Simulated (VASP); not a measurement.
# SiC (R-3m) in VASP: notebook

Aim: see how the results for SiC move with the level of theory and the settings. Levels: PBE, HSE06. Tasks: single point.

Program: VASP 6.6.1. These are calculated values, not measurements. Logs are shortened: lines on timing, memory, paths and dates and some standing lists are left out, and cuts for length are marked.

## 1. The cell of the first run

Symmetry: R-3m, No. 166, trigonal system. The conventional cell has a = 3.083 Å, b = 3.083 Å, c = 15.964 Å, α = 90.00°, β = 90.00°, γ = 120.00°. Within 2.2 Å of C (site symmetry 3m) lie 1 C at 1.62 Å and 3 Si at 1.90 Å. Within 2.5 Å of Si (site symmetry 3m) lie 3 C at 1.90 Å and 1 Si at 2.38 Å.

## 2. Single point, PBE

Input file INCAR:

```
ALGO = Normal
EDIFF = 1E-7
ENCUT = 520
GGA = PE
ISIF = 2
ISMEAR = 0
LASPH = T
LCHARG = F
LREAL = F
LWAVE = F
NBANDS = 16
NELM = 60
PREC = Accurate
SIGMA = 0.01
```

Input file KPOINTS:

```
k-points
0
Gamma
  6 6 6
```

Input file POSCAR:

```
SiC
1.0
    1.5415877827      0.8900361213      5.3212273245
   -1.5415877827      0.8900361213      5.3212273245
    0.0000000000     -1.7800722426      5.3212273245
C Si
2 2
Direct
    0.4491910690      0.4491910690      0.4491910690
    0.5508089310      0.5508089310      0.5508089310
    0.9254740595      0.9254740595      0.9254740595
    0.0745259405      0.0745259405      0.0745259405
```

Potentials or basis: VASP PAW PBE potentials, release 64 (C, Si).

Launch:

```console
$ cat potpaw_PBE.64/C/POTCAR potpaw_PBE.64/Si/POTCAR > POTCAR
$ mpirun -np 1 vasp_std > vasp.out
```

OUTCAR:

```text
EDIFF = 1E-7
   ENCUT = 520
   GGA = PE
   ISIF = 2
   ISMEAR = 0
   LASPH = T
   LREAL = F
   NELM = 60
   PREC = Accurate

 ion  position               nearest neighbor table
   1  0.449  0.449  0.449-   2 1.62   4 1.90   4 1.90   4 1.90
   2  0.551  0.551  0.551-   1 1.62   3 1.90   3 1.90   3 1.90
   3  0.925  0.925  0.925-   2 1.90   2 1.90   2 1.90   4 2.38
   4  0.075  0.075  0.075-   1 1.90   1 1.90   1 1.90   3 2.38

  LATTYP: Found a trigonal (rhomboedric) cell.
 ALAT       =     5.6110709698
 COS(alpha) =     0.8490354448

  Lattice vectors:

 A1 = (   1.5415877827,   0.8900361213,   5.3212273245)
 A2 = (  -1.5415877827,   0.8900361213,   5.3212273245)
 A3 = (   0.0000000000,  -1.7800722426,   5.3212273245)

Analysis of symmetry for initial positions (statically):
=====================================================================
 Subroutine PRICEL returns:
 Original cell was already a primitive cell.

 Routine SETGRP: Setting up the symmetry group for a
 trigonal (rhombohedral) supercell.

 Subroutine GETGRP returns: Found 12 space group operations
 (whereof 12 operations were pure point group operations)
 out of a pool of 12 trial point group operations.

The static configuration has the point symmetry D_3d.

Analysis of symmetry for dynamics (positions and initial velocities):
=====================================================================
 Subroutine PRICEL returns:
 Original cell was already a primitive cell.

 Routine SETGRP: Setting up the symmetry group for a
 trigonal (rhombohedral) supercell.

 Subroutine GETGRP returns: Found 12 space group operations
 (whereof 12 operations were pure point group operations)
 out of a pool of 12 trial point group operations.

The dynamic configuration has the point symmetry D_3d.

 Subroutine INISYM returns: Found 12 space group operations
 (whereof 12 operations are pure point group operations),
 and found     1 'primitive' translations

----------------------------------------------------------------------------------------

                                     Primitive cell

  volume of cell :      43.8065

  direct lattice vectors                    reciprocal lattice vectors
     1.541587783  0.890036121  5.321227324     0.324340920  0.187258318  0.062642190
    -1.541587783  0.890036121  5.321227324    -0.324340920  0.187258318  0.062642190
     0.000000000 -1.780072243  5.321227324     0.000000000 -0.374516635  0.062642190

  length of vectors
     5.611070970  5.611070970  5.611070970     0.379719309  0.379719309  0.379719309

  position of ions in fractional coordinates (direct lattice)
     0.449191069  0.449191069  0.449191069
     0.550808931  0.550808931  0.550808931
     0.925474059  0.925474059  0.925474059
     0.074525941  0.074525941  0.074525941

  ion indices of the primitive-cell ions
   primitive index   ion index
                 1           1
                 2           2
                 3           3
                 4           4

----------------------------------------------------------------------------------------

 KPOINTS: k-points

Automatic generation of k-mesh.
 Grid dimensions read from file:
 generate k-points for:    6    6    6

 Generating k-lattice:

  Cartesian coordinates                     Fractional coordinates (reciprocal lattice)
     0.054056820  0.031209720  0.010440365     0.166666667 -0.000000000 -0.000000000
    -0.054056820  0.031209720  0.010440365    -0.000000000  0.166666667 -0.000000000
     0.000000000 -0.062419439  0.010440365    -0.000000000 -0.000000000  0.166666667

  Length of vectors
     0.063286552  0.063286552  0.063286552

  Shift w.r.t. Gamma in fractional coordinates (k-lattice)
     0.000000000  0.000000000  0.000000000

 Subroutine IBZKPT returns following result:
 ===========================================

 Found     32 irreducible k-points:

 Following reciprocal coordinates:
            Coordinates               Weight
  0.000000  0.000000  0.000000      1.000000
  0.166667 -0.000000  0.000000      6.000000
  0.333333 -0.000000  0.000000      6.000000
  0.500000 -0.000000 -0.000000      3.000000
  0.166667  0.166667  0.000000      6.000000
  0.333333  0.166667  0.000000     12.000000
[... 16 lines left out ...]
  0.500000  0.500000  0.166667      6.000000
 -0.333333  0.500000  0.166667     12.000000
 [... further k-points ...]
   k-points           NKPTS =     32   k-points in BZ     NKDIM =     32   number of bands    NBANDS=     16
   number of dos      NEDOS =    301   number of ions     NIONS =      4
   total plane-waves  NPLWV =  74088
   dimension x,y,z NGX =    42 NGY =   42 NGZ =   42
   dimension x,y,z NGXF=    84 NGYF=   84 NGZF=   84
   ions per type =               2   2
   NGX,Y,Z   is equivalent  to a cutoff of  12.44, 12.44, 12.44 a.u.
   NGXF,Y,Z  is equivalent  to a cutoff of  24.89, 24.89, 24.89 a.u.
 SYSTEM =  unknown system
   PREC   = accura    normal or accurate (medium, high low for compatibility)
   ISTART =      0    job   : 0-new  1-cont  2-samecut
   ICHARG =      2    charge: 1-file 2-atom 10-const
   ISPIN  =      1    spin polarized calculation?
   LNONCOLLINEAR =      F non collinear calculations
   LSORBIT =      F    spin-orbit coupling
   LASPH  =      T    aspherical Exc in radial PAW
   ENCUT  =  520.0 eV  38.22 Ry    6.18 a.u.  10.43 10.43 10.43*2*pi/ulx,y,z
   NELM   =     60;   NELMIN=  2; NELMDL= -5     # of ELM steps
   EDIFF  = 0.1E-06   stopping-criterion for ELM
   LREAL  =      F    real-space projection
   EDIFFG = 0.1E-05   stopping-criterion for IOM
   NSW    =      0    number of steps for IOM
   IBRION =     -1    ionic relax: 0-MD 1-quasi-New 2-CG
   NFREE  =      0    steps in history (QN), initial steepest desc. (CG)
   ISIF   =      2    stress and relaxation
   ISYM   =      2    0-nonsym 1-usesym 2-fastsym
   POTIM  = 0.5000    time-step for ionic-motion
   TEBEG  =    0.0;   TEEND  =   0.0 temperature during run
   PSTRESS=    0.0 pullay stress
   NELECT =      16.0000    total number of electrons
   NUPDOWN=      -1.0000    fix difference up-down
   EMIN   =  10.00;   EMAX   =-10.00  energy-range for DOS
   EFERMI =   0.00;   METHOD = LEGACY
   ISMEAR =     0;   SIGMA  =   0.01  broadening in eV -4-tet -1-fermi 0-gaus
   EFERMI_NEDOS =   21; number of points for ismear=-14 and -15
   IALGO  =     38    algorithm
   IMIX   =      4    mixing-type and parameters
     AMIX     =   0.40;   BMIX     =  1.00
     AMIX_MAG =   1.60;   BMIX_MAG =  1.00
  volume/ion in A,a.u.               =      10.95        73.91
  Fermi-wavevector in a.u.,A,eV,Ry     =   1.170223  2.211400 18.632105  1.369421
  Thomas-Fermi vector in A             =   2.306684
   LORBIT       =      0    0 simple, 1 ext, 2 COOP (PROOUT), +10 PAW based schemes
   GGA     = PE    functional components
   LHFCALC =     F    Hartree Fock is set to
   AEXX    =    0.0000 exact exchange contribution
   IVDW    =     0    specifies the selected vdW correction
   LEPSILON=     F    determine dielectric tensor
   LRPA    =     F    only Hartree local field effects (RPA)
 non-spin polarized calculation
 Gauss-broadening in eV      SIGMA  =   0.01
  energy-cutoff  :      520.00
  volume of cell :       43.81
 maximum number of plane-waves:      1198
 NGX is ok and might be reduce to    42
   NGX = 21   NGY = 21   NGZ = 21

 number of electron      16.0000000 magnetization

 Free energy of the ion-electron system (eV)
  ---------------------------------------------------
  ext. energy  EPLUGINS =         0.00000000
  ---------------------------------------------------
  free energy    TOTEN  =       -28.77368450 eV

  energy without entropy =      -28.77368450  energy(sigma->0) =      -28.77368450

 E-fermi :   8.5236     XC(G=0): -11.1091

 val. band max:        8.4702626072   @ k =   0.0000   0.0000   0.0000
 cond. band min:       8.9541855355   @ k =   0.5000   0.5000   0.0000
 fundamental gap:      0.4839229283
 Fermi energy:         8.5235888758

 k-point     1 :       0.0000    0.0000    0.0000
  band No.  band energies     occupation
      1      -8.0049      2.00000
      2      -4.1250      2.00000
      3      -1.0523      2.00000
      4       5.8905      2.00000
      5       5.8905      2.00000
      6       7.5056      2.00000
[... 8 lines left out ...]
     15      14.9719      0.00000
     16      20.0683      0.00000

 k-point     2 :       0.1667   -0.0000    0.0000
  band No.  band energies     occupation
      1      -7.5522      2.00000
      2      -3.7313      2.00000
      3      -0.5979      2.00000
      4       4.0025      2.00000
      5       5.4054      2.00000
      6       6.5562      2.00000
[... 8 lines left out ...]
     15      16.3446      0.00000
     16      18.8038      0.00000

 k-point     3 :       0.3333   -0.0000    0.0000
  band No.  band energies     occupation
      1      -6.3105      2.00000
      2      -2.6622      2.00000
      3      -0.1130      2.00000
      4       1.8847      2.00000
      5       3.4884      2.00000
      6       4.6402      2.00000
[... 8 lines left out ...]
     15      17.7294      0.00000
     16      18.7720      0.00000

 k-point     4 :       0.5000   -0.0000   -0.0000
  band No.  band energies     occupation
      1      -5.2268      2.00000
      2      -2.1390      2.00000
      3      -0.8400      2.00000
      4       1.6076      2.00000
      5       2.8916      2.00000
      6       4.3223      2.00000
[... 8 lines left out ...]
     15      19.0885      0.00000
     16      19.1106      0.00000
[... 324 lines left out ...]
 k-point    22 :      -0.1667    0.3333    0.1667
  band No.  band energies     occupation
      1      -5.3787      2.00000
      2      -1.6084      2.00000
      3      -0.6890      2.00000
      4       1.3857      2.00000
      5       2.9058      2.00000
      6       2.9588      2.00000
[... 8 lines left out ...]
     15      18.1217      0.00000
     16      19.3902      0.00000

 k-point    23 :       0.5000    0.5000    0.1667
  band No.  band energies     occupation
      1      -6.1258      2.00000
      2      -3.4146      2.00000
      3       0.5778      2.00000
      4       2.0452      2.00000
      5       3.6545      2.00000
      6       4.4770      2.00000
[... 8 lines left out ...]
     15      18.3510      0.00000
     16      20.2037      0.00000

 k-point    24 :      -0.3333    0.5000    0.1667
  band No.  band energies     occupation
      1      -5.2560      2.00000
      2      -2.2489      2.00000
      3      -0.2925      2.00000
      4       1.0820      2.00000
      5       2.9861      2.00000
      6       3.7341      2.00000
[... 8 lines left out ...]
     15      18.3999      0.00000
     16      20.1412      0.00000

 [... further k-points ...]
[... 5 lines left out ...]
  --------------------------------------------------------------------------------------
  -------------------------------------------------------------------------------------
  Total        0.8193164      0.8193164      0.4539040      0.0000000      0.0000000      0.0000000
  in kB       29.9656220     29.9656220     16.6010528      0.0000000      0.0000000      0.0000000
  external PRESSURE =      25.5107656 kB  Pullay stress =       0.0000000 kB

 VOLUME and BASIS-vectors are now :
 -----------------------------------------------------------------------------
  energy-cutoff  :      520.00
  volume of cell :       43.81
      direct lattice vectors                 reciprocal lattice vectors
     1.541587783  0.890036121  5.321227324     0.324340920  0.187258318  0.062642190
    -1.541587783  0.890036121  5.321227324    -0.324340920  0.187258318  0.062642190
     0.000000000 -1.780072243  5.321227324     0.000000000 -0.374516635  0.062642190

 POSITION                                       TOTAL-FORCE (eV/Angst)
 -----------------------------------------------------------------------------------
      0.00000      0.00000      7.17074         0.000000     -0.000000      0.217941
      0.00000      0.00000      8.79294         0.000000      0.000000     -0.217941
      0.00000      0.00000     14.77397         0.000000     -0.000000      0.121820
      0.00000      0.00000      1.18971         0.000000      0.000000     -0.121820
 -----------------------------------------------------------------------------------
    total drift:                               -0.000000     -0.000000      0.000000

  FREE ENERGIE OF THE ION-ELECTRON SYSTEM (eV)
  ---------------------------------------------------
  free  energy   TOTEN  =       -28.7736844990 eV

  energy  without entropy=      -28.7736844990  energy(sigma->0) =      -28.77368450
```

It took 63 s on 1 thread of AMD EPYC 7R43 (Zen 3), shared host; peak memory 0.2 GiB.

What came out:

- Free energy: -28.7737 eV
- Pressure: 2.6 GPa
- Largest force: 0.218 eV/Å
- Band gap on the k mesh: 0.48 eV (least direct gap 1.81 eV)

Forces in eV/Å, atoms in the order of the input:
```
C    0.000  0.000  0.218
C    0.000  0.000 -0.218
Si   0.000  0.000  0.122
Si   0.000  0.000 -0.122
```

Stress tensor (GPa, compression positive):
```
3.00 0.00 0.00
0.00 3.00 0.00
0.00 0.00 1.66
```

A k mesh can miss the band edges.

## 3. Single point, HSE06

POSCAR is that of step 2.

Input file INCAR.step1:

```
SYSTEM = SiC
PREC     = Accurate       ! precision mode
ENCUT    = 520            ! plane-wave cutoff, eV
EDIFF    = 1E-5           ! SCF threshold, eV
ISMEAR   = 0              ! smearing method
SIGMA    = 0.01           ! smearing width, eV
LREAL    = .FALSE.        ! projectors in reciprocal space
LASPH    = .TRUE.         ! aspherical terms in the spheres
NELM     = 60             ! most SCF steps
ALGO     = Normal         ! electronic algorithm
ISIF     = 2              ! what is computed and relaxed
LWAVE    = .TRUE.         ! write WAVECAR
LCHARG   = .FALSE.        ! write CHGCAR
NBANDS   = 16             ! bands
GGA      = PE             ! functional
```

Input file INCAR.step2:

```
SYSTEM = SiC
PREC     = Accurate       ! precision mode
ENCUT    = 520            ! plane-wave cutoff, eV
EDIFF    = 1E-7           ! SCF threshold, eV
ISMEAR   = 0              ! smearing method
SIGMA    = 0.01           ! smearing width, eV
LREAL    = .FALSE.        ! projectors in reciprocal space
LASPH    = .TRUE.         ! aspherical terms in the spheres
NELM     = 60             ! most SCF steps
ALGO     = Normal         ! electronic algorithm
ISIF     = 2              ! what is computed and relaxed
LWAVE    = .FALSE.        ! write WAVECAR
LCHARG   = .FALSE.        ! write CHGCAR
GGA      = PE             ! functional
LHFCALC  = .TRUE.         ! exact exchange
HFSCREEN = 0.2079         ! screening, 1/A
PRECFOCK = Normal       
NBANDS   = 16             ! bands
ISTART   = 1
```

Input file KPOINTS:

```
regular mesh
0
G
  4 4 4
  0 0 0
```

Potentials or basis: VASP PAW PBE potentials, release 64 (C, Si).

Launch:

```console
$ cat potpaw_PBE.64/C/POTCAR potpaw_PBE.64/Si/POTCAR > POTCAR
$ cp INCAR.step1 INCAR
$ mpirun -np 1 vasp_std > vasp.out
$ cp INCAR.step2 INCAR
$ mpirun -np 1 vasp_std > vasp.out
```

OUTCAR:

```text
SYSTEM = SiC
   PREC = Accurate
   ENCUT = 520
   EDIFF = 1E-7
   ISMEAR = 0
   LREAL = .FALSE.
   LASPH = .TRUE.
   NELM = 60
   ISIF = 2
   GGA = PE
   LHFCALC = .TRUE.
   HFSCREEN = 0.2079
   PRECFOCK = Normal
   ISTART = 1

 ion  position               nearest neighbor table
   1  0.449  0.449  0.449-   2 1.62   4 1.90   4 1.90   4 1.90
   2  0.551  0.551  0.551-   1 1.62   3 1.90   3 1.90   3 1.90
   3  0.925  0.925  0.925-   2 1.90   2 1.90   2 1.90   4 2.38
   4  0.075  0.075  0.075-   1 1.90   1 1.90   1 1.90   3 2.38

  LATTYP: Found a trigonal (rhomboedric) cell.
 ALAT       =     5.6110709698
 COS(alpha) =     0.8490354448

  Lattice vectors:

 A1 = (   1.5415877827,   0.8900361213,   5.3212273245)
 A2 = (  -1.5415877827,   0.8900361213,   5.3212273245)
 A3 = (   0.0000000000,  -1.7800722426,   5.3212273245)

Analysis of symmetry for initial positions (statically):
=====================================================================
 Subroutine PRICEL returns:
[... 171 lines left out ...]

 E-fermi :   7.9954     XC(G=0):  -9.1610

 val. band max:        7.9343722362   @ k =   0.0000   0.0000   0.0000
 cond. band min:       9.2089672446   @ k =   0.5000   0.5000   0.0000
 fundamental gap:      1.2745950083
 Fermi energy:         7.9954030710

 k-point     1 :       0.0000    0.0000    0.0000
  band No.  band energies     occupation
      1     -10.1759      2.00000
      2      -5.9574      2.00000
      3      -2.4394      2.00000
      4       5.1438      2.00000
      5       5.1438      2.00000
      6       6.9790      2.00000
[... 224 lines left out ...]
      3       1.1268      2.00000
      4       2.6712      2.00000
      5       5.1496      2.00000
      6       5.1496      2.00000
[... 8 lines left out ...]
     15      17.1469      0.00000
     16      20.0143      0.00000

------------------------ aborting loop because EDIFF is reached ----------------------------------------

  FORCE on cell =-STRESS in cart. coord.  units (eV):
  Direction    XX          YY          ZZ          XY          YZ          ZX
  --------------------------------------------------------------------------------------
  -------------------------------------------------------------------------------------
  Total       -0.3195062     -0.3195062     -0.8368772      0.0000000     -0.0000000      0.0000000
  in kB      -11.6855961    -11.6855961    -30.6078885      0.0000000     -0.0000000      0.0000000
  external PRESSURE =     -17.9930269 kB  Pullay stress =       0.0000000 kB

 VOLUME and BASIS-vectors are now :
 -----------------------------------------------------------------------------
  energy-cutoff  :      520.00
  volume of cell :       43.81
      direct lattice vectors                 reciprocal lattice vectors
     1.541587783  0.890036121  5.321227324     0.324340920  0.187258318  0.062642190
    -1.541587783  0.890036121  5.321227324    -0.324340920  0.187258318  0.062642190
     0.000000000 -1.780072243  5.321227324     0.000000000 -0.374516635  0.062642190

 POSITION                                       TOTAL-FORCE (eV/Angst)
 -----------------------------------------------------------------------------------
      0.00000      0.00000      7.17074         0.000000      0.000000      0.123993
      0.00000      0.00000      8.79294         0.000000      0.000000     -0.123993
      0.00000      0.00000     14.77397         0.000000     -0.000000     -0.153250
      0.00000      0.00000      1.18971         0.000000      0.000000      0.153250
 -----------------------------------------------------------------------------------
    total drift:                               -0.000000      0.000000     -0.000000

  FREE ENERGIE OF THE ION-ELECTRON SYSTEM (eV)
  ---------------------------------------------------
  free  energy   TOTEN  =       -33.2595213686 eV

  energy  without entropy=      -33.2595213686  energy(sigma->0) =      -33.25952137
```

Run time: 29 min. Hardware: 1 thread of AMD EPYC 7R43 (Zen 3), shared host; peak memory 0.32 GiB.

What came out:

```
Free energy            : -33.2595 eV
Pressure               : -1.8 GPa
Largest force          : 0.153 eV/Å
Band gap on the k mesh : 1.27 eV (least direct gap 2.66 eV)
```

Forces in eV/Å, atoms in the order of the input:
```
C    0.000  0.000  0.124
C    0.000  0.000 -0.124
Si   0.000  0.000 -0.153
Si   0.000  0.000  0.153
```

Caveat: the k points lie up to 0.60 Å⁻¹ apart; the PAW data sets were made with another functional, which shifts forces and pressure a little. A k mesh can miss the band edges.
